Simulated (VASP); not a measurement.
Set up this calculation in VASP 6.6.1, as the native input.

| Quantity | Value |
| --- | --- |
| Task | single point |
| Functional | PBE |
| Potentials or basis | VASP PAW PBE potentials, release 64 (Ag, Cl) |
| Cutoff | 520 eV |
| k mesh | 6 × 6 × 4 |
| Occupations | fermi-dirac, width 0.02 eV |
| Spin | no spin polarisation |
| Dipole correction | no |
| Further INCAR settings | ALGO = Normal; EDIFF = 1e-06; NBANDS = 26 |

The structure of AgCl lies in POSCAR:

```
AgCl
1.0
    4.4524299777      0.0000000000      0.0000000000
   -2.2262149888      3.8559174693      0.0000000000
    0.0000000000      0.0000000000      5.6394699624
Ag Cl
2 2
Direct
    0.3333333333      0.6666666667      0.2500000000
    0.6666666667      0.3333333333      0.7500000000
    0.6666666667      0.3333333333      0.2500000000
    0.3333333333      0.6666666667      0.7500000000
```

This cell differs from its parent crystal: strain -1.5%.

These files were run (other wordings do the same):

INCAR

```
SYSTEM = AgCl
ALGO = Normal ; EDIFF = 1E-6
ENCUT = 520 ; GGA = PE
ISIF = 2 ; ISMEAR = -1
LASPH = .TRUE. ; LCHARG = .FALSE.
LREAL = .FALSE. ; LWAVE = .FALSE.
NBANDS = 26 ; NELM = 100
PREC = Accurate ; SIGMA = 0.02
```

KPOINTS

```
k-points
0
G
  6 6 4
  0 0 0
```

Potentials or basis: VASP PAW PBE potentials, release 64 (Ag, Cl).

Command:

```console
$ cat potpaw_PBE.64/Ag/POTCAR potpaw_PBE.64/Cl/POTCAR > POTCAR
$ mpirun -np 1 vasp_std > vasp.out
```

Results of the run:

- Pressure: 3.1 GPa
- Band gap on the k mesh: 1.34 eV, indirect (least direct gap 1.37 eV)

Caveat: the cell differs from its parent crystal (strain -1.5%).

Wall time 35 s on 1 thread of Intel(R) Xeon(R) 6975P-C (Granite Rapids) (shared host), peak memory 0.23 GiB.
